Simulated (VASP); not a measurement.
A run of VASP 6.6.1 is set up as follows.

File INCAR:

```
PREC = Accurate
ENCUT = 600
EDIFF = 1E-6
ISMEAR = 0
SIGMA = 0.1
LREAL = False
LASPH = True
NELM = 80
ALGO = Normal
ISIF = 3
LWAVE = False
LCHARG = False
GGA = PE
IBRION = 2
NSW = 90
EDIFFG = -0.04
```

KPOINTS

```
Automatic mesh
0
Gamma
  6 6 2
```

Contents of POSCAR:

```
SiGe3
1.0
    2.8212659300      0.0000000000      0.0000000000
   -1.4106329600      2.4432879700      0.0000000000
    0.0000000000      0.0000000000     10.5973308500
Si Ge
1 3
Direct
    0.0000000000      0.0000000000      0.5000000000
    0.0000000000      0.0000000000      0.7500000000
    0.0000000000      0.0000000000      0.0000000000
    0.0000000000      0.0000000000      0.2500000000
```

Potentials or basis: VASP PAW PBE potentials, release 64 (Si, Ge_d).

Launch:

```sh
$ cat potpaw_PBE.64/Si/POTCAR potpaw_PBE.64/Ge_d/POTCAR > POTCAR
$ mpirun -np 1 vasp_std > vasp.out
```

Task: What does it give for the relaxed volume?

Result: 18.77 Å³/atom.

Task: Predict the space group after relaxing (to 0.1 Å).

Result: P6/mmm (No. 191).

Task: What does it give for the relaxed cell?

Result: a = 2.779 Å, b = 2.779 Å, c = 11.226 Å, α = 90.00°, β = 90.00°, γ = 120.00°.

Final structure:
```xyz
4
Lattice="2.7788 0.0000 0.0000 -1.3894 2.4065 0.0000 0.0000 0.0000 11.2262" Properties=species:S:1:pos:R:3 pbc="T T T"
Si    0.0000    0.0000    5.6131
Ge    0.0000    0.0000    8.2904
Ge    0.0000    0.0000    0.0000
Ge    0.0000    0.0000    2.9358
```

Caveat: the k points lie up to 0.44 Å⁻¹ apart in the final cell; the highest band is partly filled, so the run has too few bands.
